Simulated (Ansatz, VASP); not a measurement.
**One calculation of FeI3, two programs**

```xyz
4
Lattice="5.1331 0.0000 0.0000 0.0000 5.1331 0.0000 0.0000 0.0000 5.1331" Properties=species:S:1:pos:R:3 pbc="T T T"
Fe    0.0000    0.0000    0.0000
I     0.0000    2.5666    2.5666
I     2.5666    0.0000    2.5666
I     2.5666    2.5666    0.0000
```

Alike in both runs: task single point; functional PBE; k mesh 4 × 4 × 4; occupations gaussian, width 0.1 eV; collinear spin.

|  | VASP | Ansatz |
| --- | --- | --- |
| version | VASP 6.6.1 | Ansatz 0.2.0 |
| potentials or method | VASP PAW PBE potentials, release 64 (Fe, I), cutoff 520 eV | scalar-relativistic, plane waves, PAW |
| valence electrons in the cell | 29 | 67 |

|  | VASP | Ansatz | Ansatz less VASP |
| --- | --- | --- | --- |
| gap on the k mesh at the Fermi level (eV) | none | none | - |
| pressure (GPa) | -1.1 | -0.8 | +0.31 |
| net moment per atom (μB) | 0.99 | 0.90 | -0.088 |
| size of the moment on the site where the two differ most (μB) | 3.40 | 3.51 | +0.117 |

Site moments also hang on the region over which each program counts them. A gap of «none» marks a metal or a gap that the smearing closes. VASP's potentials hold 29 valence electrons a cell and Ansatz's 67, so a difference there can come from the potentials and not from the codes.

Spin-orbit coupling is off throughout.
